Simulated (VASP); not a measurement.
A run of VASP 6.6.1:

File POSCAR:

```
BP
1.0
    0.0000000000      2.2690000000      2.2690000000
    2.2690000000      0.0000000000      2.2690000000
    2.2690000000      2.2690000000      0.0000000000
B P
1 1
Direct
    0.0000000000      0.0000000000      0.0000000000
    0.2500000000      0.2500000000      0.2500000000
```

The input INCAR.step1:

```
SYSTEM = BP
  PREC = Accurate
  ENCUT = 550
  ISMEAR = 0
  SIGMA = 0.1
  LREAL = .False.
  LASPH = .True.
  NELM = 120
  NBANDS = 11
  GGA = PE
  ALGO = Normal
  EDIFF = 1E-5
  LWAVE = .True.
  LCHARG = .False.
  GGA_COMPAT = .False.
```

File INCAR.step2:

```
SYSTEM = BP
  PREC = Accurate
  ENCUT = 550
  EDIFF = 1E-6
  ISMEAR = 0
  SIGMA = 0.1
  LREAL = .False.
  LASPH = .True.
  NELM = 120
  ALGO = Normal
  ISIF = 2
  LWAVE = .False.
  LCHARG = .False.
  METAGGA = R2SCAN
  LMIXTAU = .True.
  NBANDS = 11
  ISTART = 1
  GGA_COMPAT = .False.
```

Contents of KPOINTS:

```
Automatic mesh
0
Gamma
  6 6 6
  0 0 0
```

Potentials or basis: VASP PAW PBE potentials, release 64 (B, P).

Launch:

```bash
$ cat potpaw_PBE.64/B/POTCAR potpaw_PBE.64/P/POTCAR > POTCAR
$ cp INCAR.step1 INCAR
$ mpirun -np 1 vasp_std > vasp.out
$ cp INCAR.step2 INCAR
$ mpirun -np 1 vasp_std > vasp.out
```

Hardware: 1 thread of Intel Xeon 8259CL (shared host).

Q: Estimate the wall time of this run.

A: Wall time 44 s on 1 thread of Intel Xeon 8259CL (shared host), peak memory 0.15 GiB. Counts: k points 16.
